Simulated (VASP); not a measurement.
Mg2SO:

```xyz
4
Lattice="3.6749 0.0000 0.0000 0.0000 3.6749 0.0000 0.0000 0.0000 4.7506" Properties=species:S:1:pos:R:3 pbc="T T T"
O     0.0000    0.0000    0.0000
Mg    0.0000    1.8374    3.8717
Mg    1.8374    0.0000    0.8789
S     1.8374    1.8374    2.3753
```

This cell differs from its parent crystal: uniaxial z strain -2.7%.

Base run:

```yaml
Program: VASP 6.6.1
Functional: HSE06
Potentials_or_basis: VASP PAW PBE potentials, release 64 (O, Mg, S)
Cutoff: 520 eV
k_mesh: 6 × 6 × 4
Occupations: gaussian, width 0.01 eV
Spin: no spin polarisation
```

Its results: band gap on the k mesh 2.84 eV (least direct gap 2.98 eV); pressure 1.8 GPa.

The run is repeated on the same cell with these changes: functional from HSE06 to r2SCAN; k mesh from 6 × 6 × 4 to 8 × 8 × 6. What comes out?

Band gap on the k mesh 2.35 eV (least direct gap 2.47 eV); pressure 1.7 GPa.

Several settings changed at once.

Caveats: the PAW data sets were made with another functional, which shifts forces and pressure a little.

A k mesh can miss the band edges.
